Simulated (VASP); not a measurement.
# KBr (I4/mmm) in VASP: single point with HSE06

Aim: the single point of KBr with HSE06.

Program: VASP 6.6.1. These are calculated values, not measurements. Logs are shortened: lines on timing, memory, paths and dates and some standing lists are left out, and cuts for length are marked.

## (1) The cell of the first run

Symmetry: I4/mmm, No. 139, tetragonal system. The conventional cell has a = 4.396 Å, b = 4.396 Å, c = 6.698 Å, α = 90.00°, β = 90.00°, γ = 90.00°. Within 4.1 Å of K (site symmetry 4/mmm) lie 6 Br at 3.11 to 3.35 Å. Br (site symmetry 4/mmm) has 6 K at 3.11 to 3.35 Å within 4.1 Å.

## (2) Single point, HSE06 (epitaxial xy strain -5.9%)

POSCAR reads:

```
KBr
1.0
    0.0000000000      3.1087360978      3.3488431232
    3.1087360978      0.0000000000      3.3488431232
    3.1087360978      3.1087360978      0.0000000000
K Br
1 1
Direct
    0.0000000000      0.0000000000      0.0000000000
    0.5000000000      0.5000000000      0.5000000000
```

INCAR.step1 reads:

```
PREC = Accurate
ENCUT = 520
EDIFF = 1E-5
ISMEAR = 0
SIGMA = 0.01
LREAL = False
LASPH = True
NELM = 60
ALGO = Normal
ISIF = 2
LWAVE = True
LCHARG = False
GGA = PE
NBANDS = 15
```

INCAR.step2 reads:

```
PREC = Accurate
ENCUT = 520
EDIFF = 1E-7
ISMEAR = 0
SIGMA = 0.01
LREAL = False
LASPH = True
NELM = 60
ALGO = Normal
ISIF = 2
LWAVE = False
LCHARG = False
GGA = PE
LHFCALC = True
HFSCREEN = 0.2079
PRECFOCK = Normal
ISTART = 1
NBANDS = 15
```

KPOINTS reads:

```
Automatic mesh
0
Gamma
  4 4 4
```

Potentials or basis: VASP PAW PBE potentials, release 64 (K_sv, Br).

Launch:

```
cat potpaw_PBE.64/K_sv/POTCAR potpaw_PBE.64/Br/POTCAR > POTCAR
cp INCAR.step1 INCAR
mpirun -np 1 vasp_std > vasp.out
cp INCAR.step2 INCAR
mpirun -np 1 vasp_std > vasp.out
```

OUTCAR:

```text
PREC = Accurate
   ENCUT = 520
   EDIFF = 1E-7
   ISMEAR = 0
   LREAL = False
   LASPH = True
   NELM = 60
   ISIF = 2
   GGA = PE
   LHFCALC = True
   HFSCREEN = 0.2079
   PRECFOCK = Normal
   ISTART = 1

 ion  position               nearest neighbor table
   1  0.000  0.000  0.000-   2 3.11   2 3.11   2 3.11   2 3.11
   2  0.500  0.500  0.500-   1 3.11   1 3.11   1 3.11   1 3.11

  LATTYP: Found a body centered tetragonal cell.
 ALAT       =     4.3964167513
 C/A-ratio  =     1.5234420723

  Lattice vectors:

 A1 = (  -3.1087360978,   0.0000000000,   3.3488431232)
 A2 = (   3.1087360978,   0.0000000000,   3.3488431232)
 A3 = (   0.0000000000,   3.1087360978,  -3.3488431232)

Analysis of symmetry for initial positions (statically):
=====================================================================
 Subroutine PRICEL returns:
 Original cell was already a primitive cell.

 Routine SETGRP: Setting up the symmetry group for a
 body centered tetragonal supercell.

 Subroutine GETGRP returns: Found 16 space group operations
 (whereof 16 operations were pure point group operations)
 out of a pool of 16 trial point group operations.

The static configuration has the point symmetry D_4h.

Analysis of symmetry for dynamics (positions and initial velocities):
=====================================================================
 Subroutine PRICEL returns:
 Original cell was already a primitive cell.

 Routine SETGRP: Setting up the symmetry group for a
 body centered tetragonal supercell.

 Subroutine GETGRP returns: Found 16 space group operations
 (whereof 16 operations were pure point group operations)
 out of a pool of 16 trial point group operations.

The dynamic configuration has the point symmetry D_4h.

 Subroutine INISYM returns: Found 16 space group operations
 (whereof 16 operations are pure point group operations),
 and found     1 'primitive' translations

----------------------------------------------------------------------------------------

                                     Primitive cell

  volume of cell :      64.7280

  direct lattice vectors                    reciprocal lattice vectors
     0.000000000  3.108736098  3.348843123    -0.160837068  0.160837068  0.149305292
     3.108736098  0.000000000  3.348843123     0.160837068 -0.160837068  0.149305292
     3.108736098  3.108736098  0.000000000     0.160837068  0.160837068 -0.149305292

  length of vectors
     4.569353389  4.569353389  4.396416751     0.272083067  0.272083067  0.272083067

  position of ions in fractional coordinates (direct lattice)
[... 88 lines left out ...]
  volume/ion in A,a.u.               =      32.36       218.40
  Fermi-wavevector in a.u.,A,eV,Ry     =   1.027426  1.941554 14.362374  1.055605
  Thomas-Fermi vector in A             =   2.161371
   LORBIT       =      0    0 simple, 1 ext, 2 COOP (PROOUT), +10 PAW based schemes
   GGA     = PE    functional components
   LHFCALC =     T    Hartree Fock is set to
   PRECFOCK=normal    Normal, Fast or Accurate (Low or Medium for compatibility)
   ENCUT4O =  -1.0   cutoff for four orbital integrals eV
   NKREDX  =     1    reduce k-point grid by
   NKREDY  =     1    reduce k-point grid by
   NKREDZ  =     1    reduce k-point grid by
   AEXX    =    0.2500 exact exchange contribution
   HFSCREEN=    0.2079 screening length (either q_TF or 0.3 A-1)
   HFSCREENC=   0.2079 screening length for correlation (either q_TF or 0.3 A-1)
   ENCUTFOCK=  -1.0 apply spherical cutoff to Coloumb kernel
   IVDW    =     0    specifies the selected vdW correction
   LEPSILON=     F    determine dielectric tensor
   LRPA    =     F    only Hartree local field effects (RPA)
 non-spin polarized calculation
 Gauss-broadening in eV      SIGMA  =   0.01
  energy-cutoff  :      520.00
  volume of cell :       64.73
 maximum number of plane-waves:      1769
 NGX is ok and might be reduce to    36
  NGX = 28; NGY = 28; NGZ = 28

 number of electron      16.0000000 magnetization

 Free energy of the ion-electron system (eV)
  ---------------------------------------------------
  ext. energy  EPLUGINS =         0.00000000
  ---------------------------------------------------
  free energy    TOTEN  =        -7.06317037 eV

  energy without entropy =       -7.06317037  energy(sigma->0) =       -7.06317037

 E-fermi :  -2.0798     XC(G=0):  -6.5169

 val. band max:       -2.1399642076   @ k =   0.0000   0.0000   0.0000
 cond. band min:       3.7321025871   @ k =   0.0000   0.0000   0.0000
 fundamental gap:      5.8720667948
 Fermi energy:        -2.0797505515

 k-point     1 :       0.0000    0.0000    0.0000
  band No.  band energies     occupation
      1     -31.9139      2.00000
      2     -15.6516      2.00000
      3     -14.0570      2.00000
      4     -14.0570      2.00000
      5     -14.0405      2.00000
      6      -2.2076      2.00000
      7      -2.1400      2.00000
      8      -2.1400      2.00000
      9       3.7321      0.00000
     10       6.4926      0.00000
     11       7.0049      0.00000
     12       7.0049      0.00000
     13       7.6933      0.00000
     14       8.0296      0.00000
[... 203 lines left out ...]
      2     -15.5562      2.00000
      3     -14.1745      2.00000
      4     -14.1745      2.00000
      5     -13.9924      2.00000
      6      -2.8657      2.00000
      7      -2.8657      2.00000
      8      -2.7515      2.00000
      9       6.4051      0.00000
     10       6.4051      0.00000
     11       7.9972      0.00000
     12       8.9962      0.00000
     13      10.0807      0.00000
     14      10.5879      0.00000
     15      10.9994      0.00000

------------------------ aborting loop because EDIFF is reached ----------------------------------------

  FORCE on cell =-STRESS in cart. coord.  units (eV):
  Direction    XX          YY          ZZ          XY          YZ          ZX
  --------------------------------------------------------------------------------------
  -------------------------------------------------------------------------------------
  Total        1.7400268      1.7400268      0.2481011      0.0000000      0.0000000     -0.0000000
  in kB       43.0699132     43.0699132      6.1411090      0.0000000      0.0000000     -0.0000000
  external PRESSURE =      30.7603118 kB  Pullay stress =       0.0000000 kB

 VOLUME and BASIS-vectors are now :
 -----------------------------------------------------------------------------
  energy-cutoff  :      520.00
  volume of cell :       64.73
      direct lattice vectors                 reciprocal lattice vectors
     0.000000000  3.108736098  3.348843123    -0.160837068  0.160837068  0.149305292
     3.108736098  0.000000000  3.348843123     0.160837068 -0.160837068  0.149305292
     3.108736098  3.108736098  0.000000000     0.160837068  0.160837068 -0.149305292

 POSITION                                       TOTAL-FORCE (eV/Angst)
 -----------------------------------------------------------------------------------
      0.00000      0.00000      0.00000         0.000000      0.000000     -0.000000
      3.10874      3.10874      3.34884         0.000000      0.000000      0.000000
 -----------------------------------------------------------------------------------
    total drift:                                0.000000      0.000000      0.000000

  FREE ENERGIE OF THE ION-ELECTRON SYSTEM (eV)
  ---------------------------------------------------
  free  energy   TOTEN  =        -7.0631703732 eV

  energy  without entropy=       -7.0631703732  energy(sigma->0) =       -7.06317037
```

OUTCAR.step1:

```text
PREC = Accurate
   ENCUT = 520
   EDIFF = 1E-5
   ISMEAR = 0
   LREAL = False
[... 444 lines left out ...]
      0.00000      0.00000      0.00000        -0.000000      0.000000      0.000000
      3.10874      3.10874      3.34884         0.000000     -0.000000     -0.000000
 -----------------------------------------------------------------------------------
    total drift:                                0.000000      0.000000      0.000000

  FREE ENERGIE OF THE ION-ELECTRON SYSTEM (eV)
  ---------------------------------------------------
  free  energy   TOTEN  =        -6.0957698637 eV

  energy  without entropy=       -6.0957698637  energy(sigma->0) =       -6.09576986
```

Wall time 21 min (1 thread of Intel Xeon Platinum 8259CL at 2.50GHz (Skylake/Cascade Lake), shared host); peak memory 0.32 GiB.

Results:

```yaml
Free_energy: -7.0632 eV
Pressure: 3.1 GPa
Band_gap_on_the_k_mesh: 5.87 eV
```

Stress tensor (GPa, compression positive):
```
4.31 0.00 0.00
0.00 4.31 0.00
0.00 0.00 0.61
```

Caveat: the k points lie up to 0.43 Å⁻¹ apart; the cell differs from its parent crystal (epitaxial xy strain -5.9%); the PAW data sets were made with another functional, which shifts forces and pressure a little.
